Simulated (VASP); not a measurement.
# SiC (F-43m) in VASP: settings compared

Aim: see how the results for SiC move with the level of theory and the settings. Levels: LDA, PBEsol. Tasks: single point.

Program: VASP 6.6.1. These are calculated values, not measurements. Logs are shortened: lines on timing, memory, paths and dates and some standing lists are left out, and cuts for length are marked.

**1. The cell of the first run**

Symmetry: F-43m, No. 216, cubic system. The conventional cell has a = 4.356 Å, b = 4.356 Å, c = 4.356 Å, α = 90.00°, β = 90.00°, γ = 90.00°. Si (site symmetry -43m) has 4 C at 1.89 Å within 2.5 Å. C (site symmetry -43m) has 4 Si at 1.89 Å within 2.5 Å.

**2. Single point, LDA**

The input, INCAR:

```
SYSTEM = SiC
PREC     = Accurate       ! precision mode
ENCUT    = 600            ! plane-wave cutoff, eV
EDIFF    = 1E-6           ! SCF threshold, eV
ISMEAR   = 0              ! smearing method
SIGMA    = 0.01           ! smearing width, eV
LREAL    = .FALSE.        ! projectors in reciprocal space
LASPH    = .TRUE.         ! aspherical terms in the spheres
NELM     = 120            ! most SCF steps
ALGO     = Normal         ! electronic algorithm
ISIF     = 2              ! what is computed and relaxed
LWAVE    = .FALSE.        ! write WAVECAR
LCHARG   = .TRUE.         ! write CHGCAR
LELF     = .TRUE.         ! ELF
LVHAR    = .TRUE.       
NBANDS   = 11             ! bands
GGA_COMPAT= .FALSE.
```

The input, KPOINTS:

```
Automatic mesh
0
G
  4 4 4
  0 0 0
```

The input, POSCAR:

```
SiC
1.0
    0.0000000000      2.1780523476      2.1780523476
    2.1780523476      0.0000000000      2.1780523476
    2.1780523476      2.1780523476      0.0000000000
Si C
1 1
Direct
    0.0000000000      0.0000000000      0.0000000000
    0.2500000000      0.2500000000      0.2500000000
```

Potentials or basis: VASP PAW LDA potentials, release 64 (Si, C).

The run is started by

```console
> cat potpaw_LDA.64/Si/POTCAR potpaw_LDA.64/C/POTCAR > POTCAR
> mpirun -np 1 vasp_std > vasp.out
```

OUTCAR:

```text
SYSTEM = SiC
   PREC = Accurate
   ENCUT = 600
   EDIFF = 1E-6
   ISMEAR = 0
   LREAL = .FALSE.
   LASPH = .TRUE.
   NELM = 120
   ISIF = 2

 ion  position               nearest neighbor table
   1  0.000  0.000  0.000-   2 1.89   2 1.89   2 1.89   2 1.89
   2  0.250  0.250  0.250-   1 1.89   1 1.89   1 1.89   1 1.89

  LATTYP: Found a face centered cubic cell.
 ALAT       =     4.3561046952

  Lattice vectors:

 A1 = (   0.0000000000,   2.1780523476,   2.1780523476)
 A2 = (   2.1780523476,   0.0000000000,   2.1780523476)
 A3 = (   2.1780523476,   2.1780523476,   0.0000000000)

Analysis of symmetry for initial positions (statically):
=====================================================================
 Subroutine PRICEL returns:
 Original cell was already a primitive cell.

 Routine SETGRP: Setting up the symmetry group for a
 face centered cubic supercell.

 Subroutine GETGRP returns: Found 24 space group operations
 (whereof 24 operations were pure point group operations)
 out of a pool of 48 trial point group operations.

The static configuration has the point symmetry T_d .

Analysis of symmetry for dynamics (positions and initial velocities):
=====================================================================
 Subroutine PRICEL returns:
 Original cell was already a primitive cell.

 Routine SETGRP: Setting up the symmetry group for a
 face centered cubic supercell.

 Subroutine GETGRP returns: Found 24 space group operations
 (whereof 24 operations were pure point group operations)
 out of a pool of 48 trial point group operations.

The dynamic configuration has the point symmetry T_d .

 Subroutine INISYM returns: Found 24 space group operations
 (whereof 24 operations are pure point group operations),
 and found     1 'primitive' translations

----------------------------------------------------------------------------------------

                                     Primitive cell

  volume of cell :      20.6650

  direct lattice vectors                    reciprocal lattice vectors
     0.000000000  2.178052348  2.178052348    -0.229562894  0.229562894  0.229562894
     2.178052348  0.000000000  2.178052348     0.229562894 -0.229562894  0.229562894
     2.178052348  2.178052348  0.000000000     0.229562894  0.229562894 -0.229562894

  length of vectors
     3.080231170  3.080231170  3.080231170     0.397614596  0.397614596  0.397614596

  position of ions in fractional coordinates (direct lattice)
     0.000000000  0.000000000  0.000000000
     0.250000000  0.250000000  0.250000000

  ion indices of the primitive-cell ions
   primitive index   ion index
                 1           1
                 2           2

----------------------------------------------------------------------------------------

 KPOINTS: Automatic mesh

Automatic generation of k-mesh.
 Grid dimensions read from file:
 generate k-points for:    4    4    4

 Generating k-lattice:

  Cartesian coordinates                     Fractional coordinates (reciprocal lattice)
    -0.057390723  0.057390723  0.057390723     0.250000000  0.000000000  0.000000000
     0.057390723 -0.057390723  0.057390723     0.000000000  0.250000000  0.000000000
     0.057390723  0.057390723 -0.057390723     0.000000000  0.000000000  0.250000000

  Length of vectors
     0.099403649  0.099403649  0.099403649

  Shift w.r.t. Gamma in fractional coordinates (k-lattice)
     0.000000000  0.000000000  0.000000000

 Subroutine IBZKPT returns following result:
 ===========================================

 Found      8 irreducible k-points:

 Following reciprocal coordinates:
            Coordinates               Weight
  0.000000  0.000000  0.000000      1.000000
  0.250000  0.000000  0.000000      8.000000
  0.500000  0.000000  0.000000      4.000000
  0.250000  0.250000  0.000000      6.000000
  0.500000  0.250000  0.000000     24.000000
 -0.250000  0.250000  0.000000     12.000000
  0.500000  0.500000  0.000000      3.000000
 -0.250000  0.500000  0.250000      6.000000
   k-points           NKPTS =      8   k-points in BZ     NKDIM =      8   number of bands    NBANDS=     11
   number of dos      NEDOS =    301   number of ions     NIONS =      2
   total plane-waves  NPLWV =  21952
   dimension x,y,z NGX =    28 NGY =   28 NGZ =   28
   dimension x,y,z NGXF=    56 NGYF=   56 NGZF=   56
   ions per type =               1   1
   NGX,Y,Z   is equivalent  to a cutoff of  15.11, 15.11, 15.11 a.u.
   NGXF,Y,Z  is equivalent  to a cutoff of  30.22, 30.22, 30.22 a.u.
 SYSTEM =  SiC
   PREC   = accura    normal or accurate (medium, high low for compatibility)
   ISTART =      0    job   : 0-new  1-cont  2-samecut
   ICHARG =      2    charge: 1-file 2-atom 10-const
   ISPIN  =      1    spin polarized calculation?
   LNONCOLLINEAR =      F non collinear calculations
   LSORBIT =      F    spin-orbit coupling
   LASPH  =      T    aspherical Exc in radial PAW
   ENCUT  =  600.0 eV  44.10 Ry    6.64 a.u.   6.15  6.15  6.15*2*pi/ulx,y,z
   NELM   =    120;   NELMIN=  2; NELMDL= -5     # of ELM steps
   EDIFF  = 0.1E-05   stopping-criterion for ELM
   LREAL  =      F    real-space projection
   EDIFFG = 0.1E-04   stopping-criterion for IOM
   NSW    =      0    number of steps for IOM
   IBRION =     -1    ionic relax: 0-MD 1-quasi-New 2-CG
   NFREE  =      0    steps in history (QN), initial steepest desc. (CG)
   ISIF   =      2    stress and relaxation
   ISYM   =      2    0-nonsym 1-usesym 2-fastsym
   POTIM  = 0.5000    time-step for ionic-motion
   TEBEG  =    0.0;   TEEND  =   0.0 temperature during run
   PSTRESS=    0.0 pullay stress
   NELECT =       8.0000    total number of electrons
   NUPDOWN=      -1.0000    fix difference up-down
   EMIN   =  10.00;   EMAX   =-10.00  energy-range for DOS
   EFERMI =   0.00;   METHOD = LEGACY
   ISMEAR =     0;   SIGMA  =   0.01  broadening in eV -4-tet -1-fermi 0-gaus
   EFERMI_NEDOS =   21; number of points for ismear=-14 and -15
   IALGO  =     38    algorithm
   IMIX   =      4    mixing-type and parameters
     AMIX     =   0.40;   BMIX     =  1.00
     AMIX_MAG =   1.60;   BMIX_MAG =  1.00
  volume/ion in A,a.u.               =      10.33        69.73
  Fermi-wavevector in a.u.,A,eV,Ry     =   1.193145  2.254717 19.369182  1.423595
  Thomas-Fermi vector in A             =   2.329166
   LORBIT       =      0    0 simple, 1 ext, 2 COOP (PROOUT), +10 PAW based schemes
   GGA     = CA    functional components
   LHFCALC =     F    Hartree Fock is set to
   AEXX    =    0.0000 exact exchange contribution
   IVDW    =     0    specifies the selected vdW correction
   LEPSILON=     F    determine dielectric tensor
   LRPA    =     F    only Hartree local field effects (RPA)
 non-spin polarized calculation
 Gauss-broadening in eV      SIGMA  =   0.01
  energy-cutoff  :      600.00
  volume of cell :       20.66
 maximum number of plane-waves:       701
 NGX is ok and might be reduce to    28
   NGX = 13   NGY = 13   NGZ = 13

 number of electron       8.0000000 magnetization

 Free energy of the ion-electron system (eV)
  ---------------------------------------------------
  ext. energy  EPLUGINS =         0.00000000
  ---------------------------------------------------
  free energy    TOTEN  =       -16.51297437 eV

  energy without entropy =      -16.51297437  energy(sigma->0) =      -16.51297437

 E-fermi :   8.2282     XC(G=0): -11.5523

 val. band max:        8.1339764876   @ k =   0.0000   0.0000   0.0000
 cond. band min:       9.3826650327   @ k =   0.5000   0.5000   0.0000
 fundamental gap:      1.2486885452
 Fermi energy:         8.2281659312

 k-point     1 :       0.0000    0.0000    0.0000
  band No.  band energies     occupation
      1      -7.2212      2.00000
      2       8.1340      2.00000
      3       8.1340      2.00000
      4       8.1340      2.00000
      5      14.4235      0.00000
      6      15.2826      0.00000
      7      15.2826      0.00000
      8      15.2826      0.00000
      9      22.5512      0.00000
     10      22.5512      0.00000
     11      24.2686      0.00000

 k-point     2 :       0.2500    0.0000    0.0000
  band No.  band energies     occupation
      1      -6.0165      2.00000
      2       3.8407      2.00000
      3       7.5210      2.00000
      4       7.5210      2.00000
      5      14.0507      0.00000
      6      15.8885      0.00000
      7      15.8885      0.00000
      8      17.3807      0.00000
      9      21.1258      0.00000
     10      21.1258      0.00000
     11      23.0443      0.00000

 k-point     3 :       0.5000    0.0000    0.0000
  band No.  band energies     occupation
      1      -3.5839      2.00000
      2      -0.4664      2.00000
      3       7.0727      2.00000
      4       7.0727      2.00000
      5      13.5012      0.00000
      6      15.2144      0.00000
      7      15.2144      0.00000
      8      18.0272      0.00000
      9      24.0502      0.00000
     10      25.1533      0.00000
     11      25.1533      0.00000

 k-point     4 :       0.2500    0.2500    0.0000
  band No.  band energies     occupation
      1      -5.6119      2.00000
      2       4.8299      2.00000
      3       6.1792      2.00000
      4       6.1792      2.00000
      5      12.0513      0.00000
      6      14.3368      0.00000
      7      18.5507      0.00000
      8      18.5507      0.00000
      9      19.5460      0.00000
     10      24.3507      0.00000
     11      28.4179      0.00000

 k-point     5 :       0.5000    0.2500    0.0000
  band No.  band energies     occupation
      1      -3.2112      2.00000
      2       1.0505      2.00000
      3       4.1437      2.00000
      4       5.8032      2.00000
      5      11.7338      0.00000
      6      15.9623      0.00000
      7      18.4709      0.00000
      8      18.5021      0.00000
      9      21.8902      0.00000
     10      25.4800      0.00000
     11      28.1313      0.00000

 k-point     6 :      -0.2500    0.2500    0.0000
  band No.  band energies     occupation
      1      -4.1621      2.00000
      2       2.2040      2.00000
      3       3.7424      2.00000
      4       6.9387      2.00000
      5      13.5256      0.00000
      6      16.8016      0.00000
      7      17.0175      0.00000
      8      17.8574      0.00000
      9      20.2849      0.00000
     10      23.3521      0.00000
     11      27.7439      0.00000

 k-point     7 :       0.5000    0.5000    0.0000
  band No.  band energies     occupation
      1      -2.0929      2.00000
      2       0.2839      2.00000
      3       4.9191      2.00000
      4       4.9191      2.00000
      5       9.3827      0.00000
      6      12.2767      0.00000
      7      21.9484      0.00000
      8      21.9484      0.00000
      9      22.7027      0.00000
     10      28.0505      0.00000
     11      30.1940      0.00000

 k-point     8 :      -0.2500    0.5000    0.2500
  band No.  band energies     occupation
      1      -1.8443      2.00000
      2       1.0721      2.00000
      3       3.0799      2.00000
      4       3.3803      2.00000
      5      13.2361      0.00000
      6      17.4602      0.00000
      7      17.4695      0.00000
      8      17.7088      0.00000
      9      22.1435      0.00000
     10      25.3788      0.00000
     11      29.0215      0.00000

------------------------ aborting loop because EDIFF is reached ----------------------------------------

  FORCE on cell =-STRESS in cart. coord.  units (eV):
  Direction    XX          YY          ZZ          XY          YZ          ZX
  --------------------------------------------------------------------------------------
  -------------------------------------------------------------------------------------
  Total       -0.4525877     -0.4525877     -0.4525877      0.0000000      0.0000000      0.0000000
  in kB      -35.0895968    -35.0895968    -35.0895968      0.0000000      0.0000000      0.0000000
  external PRESSURE =     -35.0895968 kB  Pullay stress =       0.0000000 kB

 VOLUME and BASIS-vectors are now :
 -----------------------------------------------------------------------------
  energy-cutoff  :      600.00
  volume of cell :       20.66
      direct lattice vectors                 reciprocal lattice vectors
     0.000000000  2.178052348  2.178052348    -0.229562894  0.229562894  0.229562894
     2.178052348  0.000000000  2.178052348     0.229562894 -0.229562894  0.229562894
     2.178052348  2.178052348  0.000000000     0.229562894  0.229562894 -0.229562894

 POSITION                                       TOTAL-FORCE (eV/Angst)
 -----------------------------------------------------------------------------------
      0.00000      0.00000      0.00000        -0.000000     -0.000000     -0.000000
      1.08903      1.08903      1.08903         0.000000      0.000000      0.000000
 -----------------------------------------------------------------------------------
    total drift:                               -0.000000     -0.000000     -0.000000

  FREE ENERGIE OF THE ION-ELECTRON SYSTEM (eV)
  ---------------------------------------------------
  free  energy   TOTEN  =       -16.5129743682 eV

  energy  without entropy=      -16.5129743682  energy(sigma->0) =      -16.51297437
```

Wall time 2.5 s (1 thread of Intel Xeon Platinum 8488C (Sapphire Rapids), shared host); peak memory 0.13 GiB.

What came out:

| Property | Result |
| --- | --- |
| Free energy | -16.5130 eV |
| Pressure | -3.5 GPa |
| Band gap on the k mesh | 1.25 eV (least direct gap 4.46 eV) |

Caveat: the k points lie up to 0.62 Å⁻¹ apart. A k mesh can miss the band edges.

**3. Single point, LDA**

The input, INCAR:

```
PREC = Accurate ; ENCUT = 600
EDIFF = 1E-6 ; ISMEAR = 0
SIGMA = 0.01 ; LREAL = F
LASPH = T ; NELM = 120
ALGO = Normal ; ISIF = 2
LWAVE = F ; LCHARG = F
NBANDS = 11 ; GGA_COMPAT = F
```

The input, KPOINTS:

```
regular mesh
0
Gamma
  8 8 8
```

POSCAR is that of step 2.

Potentials or basis: VASP PAW LDA potentials, release 64 (Si, C).

The run is started by

```console
> cat potpaw_LDA.64/Si/POTCAR potpaw_LDA.64/C/POTCAR > POTCAR
> mpirun -np 1 vasp_std > vasp.out
```

Wall time 5.1 s (1 thread of Intel Xeon Platinum 8488C (Sapphire Rapids), shared host); peak memory 0.13 GiB.

The run converged. Its results:

| Item | Value |
| --- | --- |
| Free energy | -16.6396 eV |
| Pressure | -3.9 GPa |
| Band gap on the k mesh | 1.30 eV (least direct gap 4.50 eV) |

Levels at points of the mesh, in eV from the valence-band top:
```csv
k point,band 2,band 3,band 4,band 5,band 6,band 7
"(0.00, 0.00, 0.00)",0.00,0.00,0.00,6.31,7.20,7.20
"(0.50, 0.00, 0.00)",-8.56,-1.05,-1.05,5.40,7.13,7.13
"(0.50, 0.50, 0.00)",-7.82,-3.20,-3.20,1.30,4.19,13.84
```

Caveat: the cell stands under tension.

**4. Single point, PBEsol**

The input, INCAR:

```
SYSTEM = SiC
ALGO = Normal
EDIFF = 1E-6
ENCUT = 600
GGA = PS
GGA_COMPAT = .False.
ISIF = 2
ISMEAR = 1
LASPH = .True.
LCHARG = .False.
LREAL = .False.
LWAVE = .False.
NBANDS = 11
NELM = 120
PREC = Accurate
SIGMA = 0.2
```

The input, KPOINTS:

```
k-points
0
Gamma
  8 8 8
  0 0 0
```

POSCAR is that of step 3.

Potentials or basis: VASP PAW PBE potentials, release 64 (Si, C).

The run is started by

```console
> cat potpaw_PBE.64/Si/POTCAR potpaw_PBE.64/C/POTCAR > POTCAR
> mpirun -np 1 vasp_std > vasp.out
```

It took 6.2 s on 1 thread of Intel Xeon Platinum 8488C (Sapphire Rapids), shared host; peak memory 0.14 GiB.

Results (log left out):

- Free energy: -15.9146 eV
- Pressure: 0.3 GPa
- Band gap on the k mesh: 1.23 eV (least direct gap 4.44 eV)

Levels at points of the mesh, in eV from the valence-band top:
| k point | band 1 | band 2 | band 3 | band 4 | band 5 | band 6 | band 7 | band 8 |
| --- | --- | --- | --- | --- | --- | --- | --- | --- |
| (0.00, 0.00, 0.00) | -15.43 | 0.00 | 0.00 | 0.00 | 6.20 | 7.25 | 7.25 | 7.25 |
| (0.50, 0.00, 0.00) | -11.83 | -8.61 | -1.06 | -1.06 | 5.39 | 7.14 | 7.14 | 9.92 |
| (0.50, 0.50, 0.00) | -10.36 | -7.84 | -3.21 | -3.21 | 1.23 | 4.20 | 13.97 | 13.97 |

Caveat: the PAW data sets were made with another functional, which shifts forces and pressure a little.

**5. Overview**

| level | potentials or basis | k mesh | smearing | gap on the mesh (eV) | pressure (GPa) |
| --- | --- | --- | --- | --- | --- |
| LDA | VASP PAW LDA potentials, release 64 (Si, C) | 4 × 4 × 4 | gaussian 0.01 eV | 1.25 | -3.5 |
| LDA | VASP PAW LDA potentials, release 64 (Si, C) | 8 × 8 × 8 | gaussian 0.01 eV | 1.30 | -3.9 |
| PBEsol | VASP PAW PBE potentials, release 64 (Si, C) | 8 × 8 × 8 | methfessel-paxton 0.2 eV | 1.23 | 0.3 |

Alike in all rows: task single point; no spin polarisation; cell as given; cutoff (eV) 600.

Caveats: some runs use coarse meshes; the cell stands under tension (at least some runs); the PAW data sets were made with another functional, which shifts forces and pressure a little (at least some runs).

Total energies depend on the potentials used, so only differences within one code and one set of settings carry meaning.
